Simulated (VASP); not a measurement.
# Ir (Immm) in VASP: notebook

Ir is run at these levels: PBEsol; tasks: single point.

Everything below comes from runs of VASP 6.6.1. Logs are shortened: lines on timing, memory, paths and dates and some standing lists are left out, and cuts for length are marked.

## (1) The cell of the first run

The structure is orthorhombic, space group Immm (No. 71). The conventional cell has a = 2.691 Å, b = 2.739 Å, c = 3.839 Å, α = 90.00°, β = 90.00°, γ = 90.00°. Ir (site symmetry mmm) has 12 Ir at 2.69 to 2.74 Å within 3.5 Å.

## (2) Single point, PBEsol (strain +0.0175 x Voigt [0, 0, 0, 0, 0, 1])

Contents of INCAR:

```
PREC     = Accurate       # precision mode
ENCUT    = 520            # plane-wave cutoff, eV
EDIFF    = 1E-6           # SCF threshold, eV
ISMEAR   = 0              # smearing method
SIGMA    = 0.15           # smearing width, eV
LREAL    = False          # projectors in reciprocal space
LASPH    = True           # aspherical terms in the spheres
NELM     = 100            # most SCF steps
ALGO     = Fast           # electronic algorithm
ISIF     = 2              # what is computed and relaxed
LWAVE    = False          # write WAVECAR
LCHARG   = False          # write CHGCAR
GGA      = PS             # functional
NBANDS   = 10             # bands
```

Contents of KPOINTS:

```
regular mesh
0
Gamma
  22 22 22
```

Contents of POSCAR:

```
Ir
1.0
    0.0167973750      1.9197000000      1.9197000000
    1.9197000000      0.0167973750      1.9197000000
    1.9364973750      1.9364973750      0.0000000000
Ir
1
Direct
    0.0000000000      0.0000000000      0.0000000000
```

Potentials or basis: VASP PAW PBE potentials, release 64 (Ir).

Launch:

```sh
cat potpaw_PBE.64/Ir/POTCAR > POTCAR
mpirun -np 1 vasp_std > vasp.out
```

OUTCAR:

```text
PREC = Accurate
   ENCUT = 520
   EDIFF = 1E-6
   ISMEAR = 0
   LREAL = False
   LASPH = True
   NELM = 100
   ISIF = 2
   GGA = PS

 ion  position               nearest neighbor table
   1  0.000  0.000  0.000-

  LATTYP: Found a body centered orthorhombic cell.
 ALAT       =     2.6911107002
 B/A-ratio  =     1.0176544767
 C/A-ratio  =     1.4266971625

  Lattice vectors:

 A1 = (   1.9197000000,   0.0167973750,  -1.9197000000)
 A2 = (  -1.9197000000,  -0.0167973750,  -1.9197000000)
 A3 = (   0.0167973750,   1.9197000000,   1.9197000000)

Analysis of symmetry for initial positions (statically):
=====================================================================
 Subroutine PRICEL returns:
 Original cell was already a primitive cell.

 Routine SETGRP: Setting up the symmetry group for a
 body centered orthorhombic supercell.

 Subroutine GETGRP returns: Found  8 space group operations
 (whereof  8 operations were pure point group operations)
 out of a pool of  8 trial point group operations.

The static configuration has the point symmetry D_2h.

Analysis of symmetry for dynamics (positions and initial velocities):
=====================================================================
 Subroutine PRICEL returns:
 Original cell was already a primitive cell.

 Routine SETGRP: Setting up the symmetry group for a
 body centered orthorhombic supercell.

 Subroutine GETGRP returns: Found  8 space group operations
 (whereof  8 operations were pure point group operations)
 out of a pool of  8 trial point group operations.

The dynamic configuration has the point symmetry D_2h.

 Subroutine INISYM returns: Found  8 space group operations
 (whereof  8 operations are pure point group operations),
 and found     1 'primitive' translations

----------------------------------------------------------------------------------------

                                     Primitive cell

  volume of cell :      14.1481

  direct lattice vectors                    reciprocal lattice vectors
     0.016797375  1.919700000  1.919700000    -0.262756482  0.262756482  0.260457363
     1.919700000  0.016797375  1.919700000     0.262756482 -0.262756482  0.260457363
     1.936497375  1.936497375  0.000000000     0.258198129  0.258198129 -0.260457363

  length of vectors
     2.714917739  2.714917739  2.738620851     0.453784063  0.453784063  0.448520441

  position of ions in fractional coordinates (direct lattice)
     0.000000000  0.000000000  0.000000000

  ion indices of the primitive-cell ions
   primitive index   ion index
                 1           1

----------------------------------------------------------------------------------------

 KPOINTS: regular mesh

Automatic generation of k-mesh.
 Grid dimensions read from file:
 generate k-points for:   22   22   22

 Generating k-lattice:

  Cartesian coordinates                     Fractional coordinates (reciprocal lattice)
    -0.011943476  0.011943476  0.011838971     0.045454545  0.000000000  0.000000000
     0.011943476 -0.011943476  0.011838971     0.000000000  0.045454545  0.000000000
     0.011736279  0.011736279 -0.011838971    -0.000000000 -0.000000000  0.045454545

  Length of vectors
     0.020626548  0.020626548  0.020387293

  Shift w.r.t. Gamma in fractional coordinates (k-lattice)
     0.000000000  0.000000000  0.000000000

 Subroutine IBZKPT returns following result:
 ===========================================

 Found   1530 irreducible k-points:

 Following reciprocal coordinates:
            Coordinates               Weight
  0.000000  0.000000  0.000000      1.000000
  0.045455 -0.000000  0.000000      4.000000
  0.090909 -0.000000  0.000000      4.000000
  0.136364 -0.000000  0.000000      4.000000
  0.181818 -0.000000  0.000000      4.000000
  0.227273  0.000000  0.000000      4.000000
[... 16 lines left out ...]
  0.500000  0.045455  0.000000      4.000000
 -0.454545  0.045455  0.000000      4.000000
 [... further k-points ...]
   k-points           NKPTS =   1530   k-points in BZ     NKDIM =   1530   number of bands    NBANDS=     10
   number of dos      NEDOS =    301   number of ions     NIONS =      1
   total plane-waves  NPLWV =   8000
   dimension x,y,z NGX =    20 NGY =   20 NGZ =   20
   dimension x,y,z NGXF=    40 NGYF=   40 NGZF=   40
   ions per type =               1
   NGX,Y,Z   is equivalent  to a cutoff of  12.25, 12.25, 12.14 a.u.
   NGXF,Y,Z  is equivalent  to a cutoff of  24.49, 24.49, 24.28 a.u.
 SYSTEM =  unknown system
   PREC   = accura    normal or accurate (medium, high low for compatibility)
   ISTART =      0    job   : 0-new  1-cont  2-samecut
   ICHARG =      2    charge: 1-file 2-atom 10-const
   ISPIN  =      1    spin polarized calculation?
   LNONCOLLINEAR =      F non collinear calculations
   LSORBIT =      F    spin-orbit coupling
   LASPH  =      T    aspherical Exc in radial PAW
   ENCUT  =  520.0 eV  38.22 Ry    6.18 a.u.   5.05  5.05  5.09*2*pi/ulx,y,z
   NELM   =    100;   NELMIN=  2; NELMDL= -5     # of ELM steps
   EDIFF  = 0.1E-05   stopping-criterion for ELM
   LREAL  =      F    real-space projection
   EDIFFG = 0.1E-04   stopping-criterion for IOM
   NSW    =      0    number of steps for IOM
   IBRION =     -1    ionic relax: 0-MD 1-quasi-New 2-CG
   NFREE  =      0    steps in history (QN), initial steepest desc. (CG)
   ISIF   =      2    stress and relaxation
   ISYM   =      2    0-nonsym 1-usesym 2-fastsym
   POTIM  = 0.5000    time-step for ionic-motion
   TEBEG  =    0.0;   TEEND  =   0.0 temperature during run
   PSTRESS=    0.0 pullay stress
   NELECT =       9.0000    total number of electrons
   NUPDOWN=      -1.0000    fix difference up-down
   EMIN   =  10.00;   EMAX   =-10.00  energy-range for DOS
   EFERMI =   0.00;   METHOD = LEGACY
   ISMEAR =     0;   SIGMA  =   0.15  broadening in eV -4-tet -1-fermi 0-gaus
   EFERMI_NEDOS =   21; number of points for ismear=-14 and -15
   IALGO  =     68    algorithm
   IMIX   =      4    mixing-type and parameters
     AMIX     =   0.40;   BMIX     =  1.00
     AMIX_MAG =   1.60;   BMIX_MAG =  1.00
  volume/ion in A,a.u.               =      14.15        95.48
  Fermi-wavevector in a.u.,A,eV,Ry     =   1.407959  2.660657 26.971495  1.982349
  Thomas-Fermi vector in A             =   2.530165
   LORBIT       =      0    0 simple, 1 ext, 2 COOP (PROOUT), +10 PAW based schemes
   GGA     = PS    functional components
   LHFCALC =     F    Hartree Fock is set to
   AEXX    =    0.0000 exact exchange contribution
   IVDW    =     0    specifies the selected vdW correction
   LEPSILON=     F    determine dielectric tensor
   LRPA    =     F    only Hartree local field effects (RPA)
 non-spin polarized calculation
 RMM-DIIS sequential band-by-band and
 Gauss-broadening in eV      SIGMA  =   0.15
  energy-cutoff  :      520.00
  volume of cell :       14.15
 maximum number of plane-waves:       392
   NGX = 11   NGY = 11   NGZ = 11

 number of electron       9.0000000 magnetization

 Free energy of the ion-electron system (eV)
  ---------------------------------------------------
  ext. energy  EPLUGINS =         0.00000000
  ---------------------------------------------------
  free energy    TOTEN  =        -9.81788071 eV

  energy without entropy =       -9.80564633  energy(sigma->0) =       -9.81176352

 E-fermi :  10.2171     XC(G=0): -14.1012

 val. band max:       10.2155063837   @ k =  -0.4545   0.0455   0.4091
 cond. band min:      10.2174009927   @ k =   0.3636   0.0000   0.2273
 fundamental gap:      0.0018946090
 Fermi energy:        10.2170856662

 k-point     1 :       0.0000    0.0000    0.0000
  band No.  band energies     occupation
      1      -0.9446      2.00000
      2       6.2073      2.00000
      3       6.3311      2.00000
      4       6.4802      2.00000
      5       9.0605      2.00000
      6       9.0629      2.00000
      7      24.5611      0.00000
      8      29.8573      0.00000
      9      30.1422      0.00000
     10      30.4244      0.00000

 k-point     2 :       0.0455   -0.0000    0.0000
  band No.  band energies     occupation
      1      -0.8508      2.00000
      2       6.2490      2.00000
      3       6.3309      2.00000
      4       6.4723      2.00000
      5       9.0298      2.00000
      6       9.0330      2.00000
      7      24.7267      0.00000
      8      29.7514      0.00000
      9      30.0143      0.00000
     10      30.4104      0.00000

 k-point     3 :       0.0909   -0.0000    0.0000
  band No.  band energies     occupation
      1      -0.5754      2.00000
      2       6.2230      2.00000
      3       6.3645      2.00000
      4       6.5615      2.00000
      5       8.9527      2.00000
      6       8.9575      2.00000
      7      25.1952      0.00000
      8      28.6091      0.00000
      9      30.4749      0.00000
     10      30.8367      0.00000

 k-point     4 :       0.1364   -0.0000    0.0000
  band No.  band energies     occupation
      1      -0.1389      2.00000
      2       6.0371      2.00000
      3       6.5206      2.00000
      4       6.7276      2.00000
      5       8.8746      2.00000
      6       8.8814      2.00000
      7      25.8597      0.00000
      8      27.3511      0.00000
      9      31.2088      0.00000
     10      31.5429      0.00000
[... 222 lines left out ...]
 k-point    22 :       0.4545    0.0455    0.0000
  band No.  band energies     occupation
      1       2.2095      2.00000
      2       6.2399      2.00000
      3       6.2994      2.00000
      4       8.6009      2.00000
      5      11.0395      0.00000
      6      11.2633      0.00000
      7      18.3674      0.00000
      8      24.4016      0.00000
      9      29.7994      0.00000
     10      30.5330      0.00000

 k-point    23 :       0.5000    0.0455    0.0000
  band No.  band energies     occupation
      1       2.2029      2.00000
      2       6.1816      2.00000
      3       6.2615      2.00000
      4       9.0885      2.00000
      5      11.1097      0.00000
      6      11.6439      0.00000
      7      17.6199      0.00000
      8      24.1959      0.00000
      9      29.6395      0.00000
     10      29.9343      0.00000

 k-point    24 :      -0.4545    0.0455    0.0000
  band No.  band energies     occupation
      1       2.2054      2.00000
      2       6.1803      2.00000
      3       6.2844      2.00000
      4       8.9865      2.00000
      5      10.9669      0.00000
      6      11.6971      0.00000
      7      17.7768      0.00000
      8      24.2328      0.00000
      9      29.7841      0.00000
     10      29.9426      0.00000

 [... further k-points ...]
[... 5 lines left out ...]
  --------------------------------------------------------------------------------------
  -------------------------------------------------------------------------------------
  Total       -0.1376011     -0.1376011     -0.1579748     -0.4254836      0.0000000      0.0000000
  in kB      -15.5824480    -15.5824480    -17.8896426    -48.1833035      0.0000000      0.0000000
  external PRESSURE =     -16.3515128 kB  Pullay stress =       0.0000000 kB

 VOLUME and BASIS-vectors are now :
 -----------------------------------------------------------------------------
  energy-cutoff  :      520.00
  volume of cell :       14.15
      direct lattice vectors                 reciprocal lattice vectors
     0.016797375  1.919700000  1.919700000    -0.262756482  0.262756482  0.260457363
     1.919700000  0.016797375  1.919700000     0.262756482 -0.262756482  0.260457363
     1.936497375  1.936497375  0.000000000     0.258198129  0.258198129 -0.260457363

 POSITION                                       TOTAL-FORCE (eV/Angst)
 -----------------------------------------------------------------------------------
      0.00000      0.00000      0.00000        -0.000000      0.000000      0.000000
 -----------------------------------------------------------------------------------
    total drift:                                0.000000     -0.000000     -0.000000

  FREE ENERGIE OF THE ION-ELECTRON SYSTEM (eV)
  ---------------------------------------------------
  free  energy   TOTEN  =        -9.8178807112 eV

  energy  without entropy=       -9.8056463291  energy(sigma->0) =       -9.81176352
```

Wall time 4.9 min (1 thread of Intel Xeon Platinum 8259CL at 2.50GHz (Skylake/Cascade Lake), shared host); peak memory 0.33 GiB.

Results:

| Property | Result |
| --- | --- |
| Free energy | -9.8179 eV |
| Pressure | -1.6 GPa |
| Band gap on the k mesh | zero (an odd number of electrons rules out a gap without spin polarisation) |

Stress tensor (GPa, compression positive):
```
-1.56 -4.82  0.00
-4.82 -1.56  0.00
 0.00  0.00 -1.79
```

Caveat: the cell differs from its parent crystal (strain +0.0175 x Voigt [0, 0, 0, 0, 0, 1]); the PAW data sets were made with another functional, which shifts forces and pressure a little; spin-orbit coupling is left out, which moves the levels of the heavy elements.

## (3) Single point, PBEsol (strain +0.0125 x Voigt [0, 0, 0, 0, 0, 1])

Contents of INCAR:

```
PREC = Accurate
ENCUT = 520
EDIFF = 1E-7
ISMEAR = 0
SIGMA = 0.15
LREAL = False
LASPH = True
NELM = 80
ALGO = Fast
ISIF = 2
LWAVE = False
LCHARG = True
GGA = PS
LELF = True
LVHAR = True
NBANDS = 10
```

KPOINTS is that of step 2.

Contents of POSCAR:

```
Ir
1.0
    0.0119981250      1.9197000000      1.9197000000
    1.9197000000      0.0119981250      1.9197000000
    1.9316981250      1.9316981250      0.0000000000
Ir
1
Direct
    0.0000000000      0.0000000000      0.0000000000
```

Potentials or basis: VASP PAW PBE potentials, release 64 (Ir).

Launch:

```sh
cat potpaw_PBE.64/Ir/POTCAR > POTCAR
mpirun -np 1 vasp_std > vasp.out
```

It took 4.8 min on 1 thread of Intel Xeon Platinum 8259CL at 2.50GHz (Skylake/Cascade Lake), shared host; peak memory 0.33 GiB.

It converged, with:

```
Free energy            : -9.8197 eV
Pressure               : -1.6 GPa
Band gap on the k mesh : zero (an odd number of electrons rules out a gap without spin polarisation)
```

Stress tensor (GPa, compression positive):
```
-1.55 -3.44  0.00
-3.44 -1.55  0.00
 0.00  0.00 -1.66
```

Levels at points of the mesh, in eV from the Fermi level:
```csv
k point,band 2,band 3,band 4,band 5,band 6,band 7
"(0.00, 0.00, 0.00)",-3.97,-3.88,-3.78,-1.16,-1.16,14.35
"(0.50, 0.00, 0.00)",-4.07,-3.90,-0.73,0.90,1.00,7.35
"(0.50, 0.50, 0.00)",-7.34,0.91,1.50,1.51,1.68,10.49
"(0.00, 0.00, 0.50)",-4.04,-3.87,-0.85,0.86,0.96,7.16
"(0.50, 0.00, 0.50)",-7.34,0.90,1.50,1.51,1.68,10.49
```

Caveat: the cell differs from its parent crystal (strain +0.0125 x Voigt [0, 0, 0, 0, 0, 1]); the PAW data sets were made with another functional, which shifts forces and pressure a little; spin-orbit coupling is left out, which moves the levels of the heavy elements.

(Continued in part 2 of 2.)
